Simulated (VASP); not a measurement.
# TiSi (Amm2) in VASP: single point with r2SCAN

Aim: the single point of TiSi with r2SCAN.

All numbers are computed with VASP 6.6.1; they aren't measurements. Logs are shortened: lines on timing, memory, paths and dates and some standing lists are left out, and cuts for length are marked.

**1. The cell of the first run**

The typed cell holds 2 atoms: a = 3.813 Å, b = 2.759 Å, c = 2.759 Å, α = 82.37°, β = 90.00°, γ = 90.00°.

**2. Single point, r2SCAN**

Input file POSCAR:

```
TiSi
1.0
    3.8127853784      0.0000000000      0.0000000000
    0.0000000000      1.8165394147      2.0762868739
    0.0000000000     -1.8165394147      2.0762868739
Ti Si
1 1
Direct
    0.0000000000      0.0503224037      0.0503224037
    0.5000000000      0.5511775963      0.5511775963
```

Input file INCAR.step1:

```
SYSTEM = TiSi
  ALGO = Normal
  EDIFF = 1E-4
  ENCUT = 520
  GGA = PE
  ISMEAR = 0
  LASPH = .TRUE.
  LCHARG = .FALSE.
  LREAL = .FALSE.
  LWAVE = .TRUE.
  NBANDS = 15
  NELM = 80
  PREC = Accurate
  SIGMA = 0.15
```

Input file INCAR.step2:

```
SYSTEM = TiSi
  ALGO = Normal
  EDIFF = 1E-6
  ENCUT = 520
  ISIF = 2
  ISMEAR = 0
  ISTART = 1
  LASPH = .TRUE.
  LCHARG = .FALSE.
  LMIXTAU = .TRUE.
  LREAL = .FALSE.
  LWAVE = .FALSE.
  METAGGA = R2SCAN
  NBANDS = 15
  NELM = 80
  PREC = Accurate
  SIGMA = 0.15
```

Input file KPOINTS:

```
k-points
0
G
  10 12 12
  0 0 0
```

Potentials or basis: VASP PAW PBE potentials, release 64 (Ti_sv, Si).

Launch:

```sh
cat potpaw_PBE.64/Ti_sv/POTCAR potpaw_PBE.64/Si/POTCAR > POTCAR
cp INCAR.step1 INCAR
mpirun -np 1 vasp_std > vasp.out
cp INCAR.step2 INCAR
mpirun -np 1 vasp_std > vasp.out
```

OUTCAR:

```text
SYSTEM = TiSi
   EDIFF = 1E-6
   ENCUT = 520
   ISIF = 2
   ISMEAR = 0
   ISTART = 1
   LASPH = .TRUE.
   LREAL = .FALSE.
   METAGGA = R2SCAN
   NELM = 80
   PREC = Accurate

 ion  position               nearest neighbor table
   1  0.000  0.050  0.050-   2 2.63   2 2.63   2 2.63   2 2.63   2 2.82   2 2.82   2 2.82   2 2.82

   2  0.500  0.551  0.551-   1 2.63   1 2.63   1 2.63   1 2.63   1 2.82   1 2.82   1 2.82   1 2.82

  LATTYP: Found a base centered orthorhombic cell.
 ALAT       =     3.6330788294
 B/A-ratio  =     1.1429902688
 C/A-ratio  =     1.0494639829

  Lattice vectors:

 A1 = (   0.0000000000,   1.8165394147,  -2.0762868739)
 A2 = (   0.0000000000,   1.8165394147,   2.0762868739)
 A3 = (   3.8127853784,   0.0000000000,   0.0000000000)

Analysis of symmetry for initial positions (statically):
=====================================================================
 Subroutine PRICEL returns:
 Original cell was already a primitive cell.

 Routine SETGRP: Setting up the symmetry group for a
 base centered orthorhombic supercell.

 Subroutine GETGRP returns: Found  4 space group operations
 (whereof  4 operations were pure point group operations)
 out of a pool of  8 trial point group operations.

The static configuration has the point symmetry C_2v.

Analysis of symmetry for dynamics (positions and initial velocities):
=====================================================================
 Subroutine PRICEL returns:
 Original cell was already a primitive cell.

 Routine SETGRP: Setting up the symmetry group for a
 base centered orthorhombic supercell.

 Subroutine GETGRP returns: Found  4 space group operations
 (whereof  4 operations were pure point group operations)
 out of a pool of  8 trial point group operations.

The dynamic configuration has the point symmetry C_2v.

 Subroutine INISYM returns: Found  4 space group operations
 (whereof  4 operations are pure point group operations),
 and found     1 'primitive' translations

----------------------------------------------------------------------------------------

                                     Primitive cell

  volume of cell :      28.7610

  direct lattice vectors                    reciprocal lattice vectors
     3.812785378  0.000000000  0.000000000     0.262275450  0.000000000  0.000000000
     0.000000000  1.816539415  2.076286874     0.000000000  0.275248638  0.240814507
     0.000000000 -1.816539415  2.076286874     0.000000000 -0.275248638  0.240814507

  length of vectors
     3.812785378  2.758764692  2.758764692     0.262275450  0.365723173  0.365723173

  position of ions in fractional coordinates (direct lattice)
     0.000000000  0.050322404  0.050322404
     0.500000000  0.551177596  0.551177596

  ion indices of the primitive-cell ions
   primitive index   ion index
                 1           1
                 2           2

----------------------------------------------------------------------------------------

 KPOINTS: k-points

Automatic generation of k-mesh.
 Grid dimensions read from file:
 generate k-points for:   10   12   12

 Generating k-lattice:

  Cartesian coordinates                     Fractional coordinates (reciprocal lattice)
     0.026227545  0.000000000  0.000000000     0.100000000  0.000000000  0.000000000
     0.000000000  0.022937387  0.020067876     0.000000000  0.083333333  0.000000000
     0.000000000 -0.022937387  0.020067876     0.000000000  0.000000000  0.083333333

  Length of vectors
     0.026227545  0.030476931  0.030476931

  Shift w.r.t. Gamma in fractional coordinates (k-lattice)
     0.000000000  0.000000000  0.000000000

 Subroutine IBZKPT returns following result:
 ===========================================

 Found    258 irreducible k-points:

 Following reciprocal coordinates:
            Coordinates               Weight
  0.000000  0.000000  0.000000      1.000000
  0.100000  0.000000  0.000000      2.000000
  0.200000  0.000000  0.000000      2.000000
  0.300000  0.000000  0.000000      2.000000
  0.400000  0.000000  0.000000      2.000000
  0.500000  0.000000  0.000000      1.000000
[... 16 lines left out ...]
  0.400000  0.250000  0.000000      8.000000
  0.500000  0.250000  0.000000      4.000000
 [... further k-points ...]
   k-points           NKPTS =    258   k-points in BZ     NKDIM =    258   number of bands    NBANDS=     15
   number of dos      NEDOS =    301   number of ions     NIONS =      2
   total plane-waves  NPLWV =  16128
   dimension x,y,z NGX =    28 NGY =   24 NGZ =   24
   dimension x,y,z NGXF=    56 NGYF=   48 NGZF=   48
   ions per type =               1   1
   NGX,Y,Z   is equivalent  to a cutoff of  12.21, 14.46, 14.46 a.u.
   NGXF,Y,Z  is equivalent  to a cutoff of  24.42, 28.93, 28.93 a.u.
 SYSTEM =  TiSi
   PREC   = accura    normal or accurate (medium, high low for compatibility)
   ISTART =      1    job   : 0-new  1-cont  2-samecut
   ICHARG =      0    charge: 1-file 2-atom 10-const
   ISPIN  =      1    spin polarized calculation?
   LNONCOLLINEAR =      F non collinear calculations
   LSORBIT =      F    spin-orbit coupling
   LASPH  =      T    aspherical Exc in radial PAW
   ENCUT  =  520.0 eV  38.22 Ry    6.18 a.u.   7.09  5.13  5.13*2*pi/ulx,y,z
   NELM   =     80;   NELMIN=  2; NELMDL=  0     # of ELM steps
   EDIFF  = 0.1E-05   stopping-criterion for ELM
   LREAL  =      F    real-space projection
   EDIFFG = 0.1E-04   stopping-criterion for IOM
   NSW    =      0    number of steps for IOM
   IBRION =     -1    ionic relax: 0-MD 1-quasi-New 2-CG
   NFREE  =      0    steps in history (QN), initial steepest desc. (CG)
   ISIF   =      2    stress and relaxation
   ISYM   =      2    0-nonsym 1-usesym 2-fastsym
   POTIM  = 0.5000    time-step for ionic-motion
   TEBEG  =    0.0;   TEEND  =   0.0 temperature during run
   PSTRESS=    0.0 pullay stress
   NELECT =      16.0000    total number of electrons
   NUPDOWN=      -1.0000    fix difference up-down
   EMIN   =  10.00;   EMAX   =-10.00  energy-range for DOS
   EFERMI =   0.00;   METHOD = LEGACY
   ISMEAR =     0;   SIGMA  =   0.15  broadening in eV -4-tet -1-fermi 0-gaus
   EFERMI_NEDOS =   21; number of points for ismear=-14 and -15
   IALGO  =     38    algorithm
   IMIX   =      4    mixing-type and parameters
     AMIX     =   0.40;   BMIX     =  1.00
     AMIX_MAG =   1.60;   BMIX_MAG =  1.00
  volume/ion in A,a.u.               =      14.38        97.04
  Fermi-wavevector in a.u.,A,eV,Ry     =   1.346418  2.544361 24.665213  1.812842
  Thomas-Fermi vector in A             =   2.474252
   LORBIT       =      0    0 simple, 1 ext, 2 COOP (PROOUT), +10 PAW based schemes
   METAGGA = R2SCAN    functional components
   LHFCALC =     F    Hartree Fock is set to
   AEXX    =    0.0000 exact exchange contribution
   IVDW    =     0    specifies the selected vdW correction
   LEPSILON=     F    determine dielectric tensor
   LRPA    =     F    only Hartree local field effects (RPA)
 non-spin polarized calculation
 Gauss-broadening in eV      SIGMA  =   0.15
  energy-cutoff  :      520.00
  volume of cell :       28.76
 maximum number of plane-waves:       798
   NGX = 15   NGY = 11   NGZ = 11

 number of electron      16.0000002 magnetization

 Free energy of the ion-electron system (eV)
  ---------------------------------------------------
  ext. energy  EPLUGINS =         0.00000000
  ---------------------------------------------------
  free energy    TOTEN  =       -22.78690157 eV

  energy without entropy =      -22.77471696  energy(sigma->0) =      -22.78080927

 E-fermi :  10.4559     XC(G=0): -12.6757

 val. band max:       10.4552533712   @ k =   0.3000   0.4167   0.2500
 cond. band min:      10.4697562188   @ k =   0.1000   0.4167   0.3333
 fundamental gap:      0.0145028477
 Fermi energy:        10.4558586708

 k-point     1 :       0.0000    0.0000    0.0000
  band No.  band energies     occupation
      1     -48.6101      2.00000
      2     -23.9979      2.00000
      3     -23.5182      2.00000
      4     -23.4154      2.00000
      5      -2.1852      2.00000
      6       7.7814      2.00000
      7       8.3407      2.00000
      8       9.0401      2.00000
      9      12.3253      0.00000
     10      13.0333      0.00000
     11      13.8490      0.00000
     12      16.0997      0.00000
     13      16.8855      0.00000
     14      17.1620      0.00000
     15      19.1650      0.00000

 k-point     2 :       0.1000    0.0000    0.0000
  band No.  band energies     occupation
      1     -48.6099      2.00000
      2     -24.0025      2.00000
      3     -23.5180      2.00000
      4     -23.4152      2.00000
      5      -2.0870      2.00000
      6       6.8715      2.00000
      7       9.0679      2.00000
      8       9.1022      2.00000
      9      12.1815      0.00000
     10      12.9475      0.00000
     11      13.8567      0.00000
     12      16.3838      0.00000
     13      17.0718      0.00000
     14      17.4518      0.00000
     15      18.9892      0.00000

 k-point     3 :       0.2000    0.0000    0.0000
  band No.  band energies     occupation
      1     -48.6094      2.00000
      2     -24.0143      2.00000
      3     -23.5175      2.00000
      4     -23.4148      2.00000
      5      -1.8077      2.00000
      6       5.6888      2.00000
      7       9.1427      2.00000
      8       9.8920      2.00000
      9      11.8659      0.00000
     10      12.7467      0.00000
     11      13.8761      0.00000
     12      17.1080      0.00000
     13      17.5644      0.00000
     14      18.2043      0.00000
     15      18.5602      0.00000

 k-point     4 :       0.3000    0.0000    0.0000
  band No.  band energies     occupation
      1     -48.6088      2.00000
      2     -24.0288      2.00000
      3     -23.5169      2.00000
      4     -23.4143      2.00000
      5      -1.4008      2.00000
      6       4.5811      2.00000
      7       9.2395      2.00000
      8      10.4895      0.75103
      9      11.5514      0.00000
     10      12.5331      0.00000
     11      13.9002      0.00000
     12      18.0485      0.00000
     13      18.0782      0.00000
     14      18.2220      0.00000
     15      19.0591      0.00000
[... 307 lines left out ...]
 k-point    22 :       0.3000    0.2500    0.0000
  band No.  band energies     occupation
      1     -48.5673      2.00000
      2     -23.9824      2.00000
      3     -23.7952      2.00000
      4     -23.4385      2.00000
      5      -0.2631      2.00000
      6       5.6514      2.00000
      7       8.1613      2.00000
      8       9.6743      2.00000
      9      11.9270      0.00000
     10      12.4038      0.00000
     11      13.0466      0.00000
     12      14.4312      0.00000
     13      18.3864      0.00000
     14      19.4087      0.00000
     15      19.9168      0.00000

 k-point    23 :       0.4000    0.2500    0.0000
  band No.  band energies     occupation
      1     -48.5669      2.00000
      2     -23.9924      2.00000
      3     -23.7939      2.00000
      4     -23.4380      2.00000
      5       0.0264      2.00000
      6       5.0321      2.00000
      7       8.3447      2.00000
      8       9.7025      2.00000
      9      11.6448      0.00000
     10      12.2482      0.00000
     11      13.0850      0.00000
     12      14.9059      0.00000
     13      18.5119      0.00000
     14      19.1487      0.00000
     15      20.3406      0.00000

 k-point    24 :       0.5000    0.2500    0.0000
  band No.  band energies     occupation
      1     -48.5667      2.00000
      2     -23.9962      2.00000
      3     -23.7934      2.00000
      4     -23.4379      2.00000
      5       0.1513      2.00000
      6       4.7945      2.00000
      7       8.4294      2.00000
      8       9.6793      2.00000
      9      11.5616      0.00000
     10      12.1905      0.00000
     11      13.0994      0.00000
     12      15.1012      0.00000
     13      18.5281      0.00000
     14      18.9640      0.00000
     15      20.5136      0.00000

 [... further k-points ...]
[... 5 lines left out ...]
  --------------------------------------------------------------------------------------
  -------------------------------------------------------------------------------------
  Total        0.0483956      0.0980129      0.0363178      0.0000000      0.0000000      0.0000000
  in kB        2.6959500      5.4599584      2.0231398      0.0000000      0.0000000      0.0000000
  external PRESSURE =       3.3930161 kB  Pullay stress =       0.0000000 kB

 VOLUME and BASIS-vectors are now :
 -----------------------------------------------------------------------------
  energy-cutoff  :      520.00
  volume of cell :       28.76
      direct lattice vectors                 reciprocal lattice vectors
     3.812785378  0.000000000  0.000000000     0.262275450  0.000000000  0.000000000
     0.000000000  1.816539415  2.076286874     0.000000000  0.275248638  0.240814507
     0.000000000 -1.816539415  2.076286874     0.000000000 -0.275248638  0.240814507

 POSITION                                       TOTAL-FORCE (eV/Angst)
 -----------------------------------------------------------------------------------
      0.00000      0.00000      0.20897         0.000000      0.000000      0.004730
      1.90639      0.00000      2.28881         0.000000      0.000000     -0.004730
 -----------------------------------------------------------------------------------
    total drift:                               -0.000000      0.000000     -0.000095

  FREE ENERGIE OF THE ION-ELECTRON SYSTEM (eV)
  ---------------------------------------------------
  free  energy   TOTEN  =       -22.7869015737 eV

  energy  without entropy=      -22.7747169586  energy(sigma->0) =      -22.78080927
```

Wall time 15 min (1 thread of AMD EPYC 7R13, shared host); peak memory 0.21 GiB.

Results:

```
Free energy            : -22.7869 eV
Pressure               : 0.3 GPa
Largest force          : 0.005 eV/Å
Band gap on the k mesh : zero (band 8 reaches 11.33 eV, above the bottom of band 9 at 9.55 eV)
```

Forces in eV/Å, atoms in the order of the input:
```
Ti   0.000  0.000  0.005
Si   0.000  0.000 -0.005
```

Stress tensor (GPa, compression positive):
```
0.27 0.00 0.00
0.00 0.55 0.00
0.00 0.00 0.20
```

Caveat: the PAW data sets were made with another functional, which shifts forces and pressure a little.
